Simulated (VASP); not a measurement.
A run of VASP 6.6.1:

INCAR

```
SYSTEM = Mo
PREC = Accurate ; ENCUT = 600
EDIFF = 1E-7 ; ISMEAR = -1
SIGMA = 0.1 ; LREAL = .FALSE.
LASPH = .TRUE. ; NELM = 80
ALGO = Normal ; ISIF = 3
LWAVE = .FALSE. ; LCHARG = .FALSE.
GGA = PS ; IBRION = 2
NSW = 80 ; EDIFFG = -0.01
```

KPOINTS

```
regular mesh
0
G
  12 12 12
  0 0 0
```

File POSCAR:

```
Mo
1.0
    2.5629259694      0.0000000000      0.0000000000
    0.0000000000      2.5629259694      0.0000000000
    0.0000000000      0.0000000000      2.5629259694
Mo
1
Direct
    0.0000000000      0.0000000000      0.0000000000
```

Potentials or basis: VASP PAW PBE potentials, release 64 (Mo_sv).

Run with:

```sh
$ cat potpaw_PBE.64/Mo_sv/POTCAR > POTCAR
$ mpirun -np 1 vasp_std > vasp.out
```

Hardware: 1 thread of Intel(R) Xeon(R) 6975P-C (Granite Rapids), with other jobs on the host.

Q: How long does it take, and how much memory?

A: Run time: 11 s on 1 thread of Intel(R) Xeon(R) 6975P-C (Granite Rapids) (shared host), peak memory 0.14 GiB. Counts: scf iterations 26, k points 84, ion steps 3.
